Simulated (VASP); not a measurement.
# N2 in VASP: single point with r2SCAN

Aim: the single point of N2 with r2SCAN.

All numbers are computed with VASP 6.6.1; they aren't measurements. Logs are shortened: lines on timing, memory, paths and dates and some standing lists are left out, and cuts for length are marked.

### 1 The cell of the first run

The cell holds a molecule in a box, 2 atoms: a = 15.000 Å, b = 15.500 Å, c = 16.000 Å, α = 90.00°, β = 90.00°, γ = 90.00°.

### 2 Single point, r2SCAN

POSCAR

```
N
1.0
   15.0000000000      0.0000000000      0.0000000000
    0.0000000000     15.5000000000      0.0000000000
    0.0000000000      0.0000000000     16.0000000000
N
2
Direct
    0.5018433300      0.4990231018      0.4658994398
    0.4981566700      0.5009768982      0.5341005602
```

INCAR.step1

```
SYSTEM = N
PREC = Accurate
ENCUT = 520
ISMEAR = 0
SIGMA = 0.005
LREAL = .FALSE.
LASPH = .TRUE.
NELM = 80
ISYM = 0
NBANDS = 12
GGA = PE
ALGO = Normal
EDIFF = 1E-4
LWAVE = .TRUE.
LCHARG = .FALSE.
```

INCAR.step2

```
SYSTEM = N
PREC = Accurate
ENCUT = 520
EDIFF = 1E-6
ISMEAR = 0
SIGMA = 0.005
LREAL = .FALSE.
LASPH = .TRUE.
NELM = 80
ALGO = Normal
ISIF = 2
LWAVE = .FALSE.
LCHARG = .FALSE.
METAGGA = R2SCAN
LMIXTAU = .TRUE.
ISYM = 0
NBANDS = 12
ISTART = 1
```

KPOINTS

```
Automatic mesh
0
G
  1 1 1
  0 0 0
```

Potentials or basis: VASP PAW PBE potentials, release 64 (N).

On the command line:

```
cat potpaw_PBE.64/N/POTCAR > POTCAR
cp INCAR.step1 INCAR
mpirun -np 1 vasp_gam > vasp.out
cp INCAR.step2 INCAR
mpirun -np 1 vasp_gam > vasp.out
```

OUTCAR:

```text
SYSTEM = N
   PREC = Accurate
   ENCUT = 520
   EDIFF = 1E-6
   ISMEAR = 0
   LREAL = .FALSE.
   LASPH = .TRUE.
   NELM = 80
   ISIF = 2
   METAGGA = R2SCAN
   ISYM = 0
   ISTART = 1

 ion  position               nearest neighbor table
   1  0.502  0.499  0.466-   2 1.09
   2  0.498  0.501  0.534-   1 1.09

IMPORTANT INFORMATION: All symmetrisations will be switched off!
NOSYMM: (Re-)initialisation of all symmetry stuff for point group C_1.

----------------------------------------------------------------------------------------

                                     Primitive cell

  volume of cell :    3720.0000

  direct lattice vectors                    reciprocal lattice vectors
    15.000000000  0.000000000  0.000000000     0.066666667  0.000000000  0.000000000
     0.000000000 15.500000000  0.000000000     0.000000000  0.064516129  0.000000000
     0.000000000  0.000000000 16.000000000     0.000000000  0.000000000  0.062500000

  length of vectors
    15.000000000 15.500000000 16.000000000     0.066666667  0.064516129  0.062500000

  position of ions in fractional coordinates (direct lattice)
     0.501843330  0.499023102  0.465899440
     0.498156670  0.500976898  0.534100560

  ion indices of the primitive-cell ions
   primitive index   ion index
                 1           1
                 2           2

----------------------------------------------------------------------------------------

 KPOINTS: Automatic mesh

Automatic generation of k-mesh.
 Grid dimensions read from file:
 generate k-points for:    1    1    1

 Generating k-lattice:

  Cartesian coordinates                     Fractional coordinates (reciprocal lattice)
     0.066666667  0.000000000  0.000000000     1.000000000  0.000000000  0.000000000
     0.000000000  0.064516129  0.000000000     0.000000000  1.000000000  0.000000000
     0.000000000  0.000000000  0.062500000     0.000000000  0.000000000  1.000000000

  Length of vectors
     0.066666667  0.064516129  0.062500000

  Shift w.r.t. Gamma in fractional coordinates (k-lattice)
     0.000000000  0.000000000  0.000000000

 Subroutine IBZKPT returns following result:
 ===========================================

 Found      1 irreducible k-points:

 Following reciprocal coordinates:
            Coordinates               Weight
  0.000000  0.000000  0.000000      1.000000
   k-points           NKPTS =      1   k-points in BZ     NKDIM =      1   number of bands    NBANDS=     12
   number of dos      NEDOS =    301   number of ions     NIONS =      2
   total plane-waves  NPLWV = ******
   dimension x,y,z NGX =   112 NGY =  120 NGZ =  120
   dimension x,y,z NGXF=   224 NGYF=  240 NGZF=  240
   ions per type =               2
   NGX,Y,Z   is equivalent  to a cutoff of  12.41, 12.87, 12.47 a.u.
   NGXF,Y,Z  is equivalent  to a cutoff of  24.83, 25.74, 24.94 a.u.
 SYSTEM =  N
   PREC   = accura    normal or accurate (medium, high low for compatibility)
   ISTART =      1    job   : 0-new  1-cont  2-samecut
   ICHARG =      0    charge: 1-file 2-atom 10-const
   ISPIN  =      1    spin polarized calculation?
   LNONCOLLINEAR =      F non collinear calculations
   LSORBIT =      F    spin-orbit coupling
   LASPH  =      T    aspherical Exc in radial PAW
   ENCUT  =  520.0 eV  38.22 Ry    6.18 a.u.  27.89 28.82 29.75*2*pi/ulx,y,z
   NELM   =     80;   NELMIN=  2; NELMDL=  0     # of ELM steps
   EDIFF  = 0.1E-05   stopping-criterion for ELM
   LREAL  =      F    real-space projection
   EDIFFG = 0.1E-04   stopping-criterion for IOM
   NSW    =      0    number of steps for IOM
   IBRION =     -1    ionic relax: 0-MD 1-quasi-New 2-CG
   NFREE  =      0    steps in history (QN), initial steepest desc. (CG)
   ISIF   =      2    stress and relaxation
   ISYM   =      0    0-nonsym 1-usesym 2-fastsym
   POTIM  = 0.5000    time-step for ionic-motion
   TEBEG  =    0.0;   TEEND  =   0.0 temperature during run
   PSTRESS=    0.0 pullay stress
   NELECT =      10.0000    total number of electrons
   NUPDOWN=      -1.0000    fix difference up-down
   EMIN   =  10.00;   EMAX   =-10.00  energy-range for DOS
   EFERMI =   0.00;   METHOD = LEGACY
   ISMEAR =     0;   SIGMA  =   0.01  broadening in eV -4-tet -1-fermi 0-gaus
   EFERMI_NEDOS =   21; number of points for ismear=-14 and -15
   IALGO  =     38    algorithm
   IMIX   =      4    mixing-type and parameters
     AMIX     =   0.40;   BMIX     =  1.00
     AMIX_MAG =   1.60;   BMIX_MAG =  1.00
  volume/ion in A,a.u.               =    1860.00     12551.90
  Fermi-wavevector in a.u.,A,eV,Ry     =   0.227629  0.430156  0.704984  0.051815
  Thomas-Fermi vector in A             =   1.017343
   LORBIT       =      0    0 simple, 1 ext, 2 COOP (PROOUT), +10 PAW based schemes
   METAGGA = R2SCAN    functional components
   LHFCALC =     F    Hartree Fock is set to
   AEXX    =    0.0000 exact exchange contribution
   IVDW    =     0    specifies the selected vdW correction
   LEPSILON=     F    determine dielectric tensor
   LRPA    =     F    only Hartree local field effects (RPA)
 non-spin polarized calculation
 Gauss-broadening in eV      SIGMA  =   0.01
  energy-cutoff  :      520.00
  volume of cell :     3720.00
 maximum number of plane-waves:     50071
 NGX is ok and might be reduce to   112
   NGX = 55   NGY = 57   NGZ = 59

 number of electron       9.9999998 magnetization

 Free energy of the ion-electron system (eV)
  ---------------------------------------------------
  ext. energy  EPLUGINS =         0.00000000
  ---------------------------------------------------
  free energy    TOTEN  =       -18.19981292 eV

  energy without entropy =      -18.19981292  energy(sigma->0) =      -18.19981292

 E-fermi : -10.6313     XC(G=0):  -0.1077

 val. band max:      -10.6605020179   @ k =   0.0000   0.0000   0.0000
 cond. band min:      -1.5745116374   @ k =   0.0000   0.0000   0.0000
 fundamental gap:      9.0859903805
 Fermi energy:       -10.6312513460

 k-point     1 :       0.0000    0.0000    0.0000
  band No.  band energies     occupation
      1     -29.8678      2.00000
      2     -14.1504      2.00000
      3     -12.0371      2.00000
      4     -12.0371      2.00000
      5     -10.6605      2.00000
      6      -1.5745      0.00000
      7      -1.5744      0.00000
      8       0.0263      0.00000
      9       0.6008      0.00000
     10       0.6183      0.00000
     11       0.6343      0.00000
     12       0.6584      0.00000

------------------------ aborting loop because EDIFF is reached ----------------------------------------

  FORCE on cell =-STRESS in cart. coord.  units (eV):
  Direction    XX          YY          ZZ          XY          YZ          ZX
  --------------------------------------------------------------------------------------
  -------------------------------------------------------------------------------------
  Total       -0.0860035     -0.0908602      2.4066221     -0.0035320      0.0694747     -0.1269004
  in kB       -0.0370411     -0.0391328      1.0365149     -0.0015212      0.0299223     -0.0546551
  external PRESSURE =       0.3201136 kB  Pullay stress =       0.0000000 kB

 VOLUME and BASIS-vectors are now :
 -----------------------------------------------------------------------------
  energy-cutoff  :      520.00
  volume of cell :     3720.00
      direct lattice vectors                 reciprocal lattice vectors
    15.000000000  0.000000000  0.000000000     0.066666667  0.000000000  0.000000000
     0.000000000 15.500000000  0.000000000     0.000000000  0.064516129  0.000000000
     0.000000000  0.000000000 16.000000000     0.000000000  0.000000000  0.062500000

 POSITION                                       TOTAL-FORCE (eV/Angst)
 -----------------------------------------------------------------------------------
      7.52765      7.73486      7.45439         0.116480     -0.063341     -2.310064
      7.47235      7.76514      8.54561        -0.116480      0.063341      2.310064
 -----------------------------------------------------------------------------------
    total drift:                                0.000007     -0.000001     -0.000010

  FREE ENERGIE OF THE ION-ELECTRON SYSTEM (eV)
  ---------------------------------------------------
  free  energy   TOTEN  =       -18.1998129239 eV

  energy  without entropy=      -18.1998129239  energy(sigma->0) =      -18.19981292
```

It took 18 min on 1 thread of Intel Xeon Platinum 8259CL at 2.50GHz (Skylake/Cascade Lake), shared host; peak memory 2.8 GiB.

Results:

| Item | Value |
| --- | --- |
| Free energy | -18.1998 eV |
| Largest force | 2.314 eV/Å |
| Gap between the frontier levels | 9.09 eV |

Forces on the atoms (eV/Å):
```
N    0.116 -0.063 -2.310
N   -0.116  0.063  2.310
```

Levels at points of the mesh, in eV from the valence-band top:
```tsv
k point	band 1	band 2	band 3	band 4	band 5	band 6	band 7	band 8	band 9	band 10
(0.00, 0.00, 0.00)	-19.21	-3.49	-1.38	-1.38	0.00	9.09	9.09	10.69	11.26	11.28
```

Caveat: the standard files for N, O and F lose accuracy on very short bonds; the PAW data sets were made with another functional, which shifts forces and pressure a little.
